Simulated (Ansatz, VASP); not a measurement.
# One calculation of CaGe4, two programs

```
CELL_PARAMETERS angstrom
-3.46650 3.46650 2.56795
3.46650 -3.46650 2.56795
3.46650 3.46650 -2.56795
ATOMIC_POSITIONS crystal
Ca 0.00000 0.00000 0.00000
Ge 0.69113 0.69113 0.38226
Ge 0.30887 0.30887 0.61774
Ge 0.30887 0.69113 0.00000
Ge 0.69113 0.30887 0.00000
```

Alike in both runs: functional PBE; k mesh 10 × 10 × 10; occupations gaussian, width 0.1 eV; no spin polarisation.

Ansatz relaxed the structure, and its values are those at the end. VASP's run is a single point on that final structure, the one shown.

```csv
,VASP,Ansatz
version,VASP 6.6.1,Ansatz 0.2.0
potentials or method,"VASP PAW PBE potentials, release 64 (Ca_sv, Ge_d), cutoff 520 eV","scalar-relativistic, plane waves, PAW"
valence electrons in the cell,66,66
```

Ansatz gave:

* gap on the k mesh at the Fermi level (eV): none
* pressure (GPa): 0.0

Q: Estimate VASP's values.

A: gap on the k mesh at the Fermi level (eV): none; pressure (GPa): 0.1.

A gap of «none» marks a metal or a gap that the smearing closes.
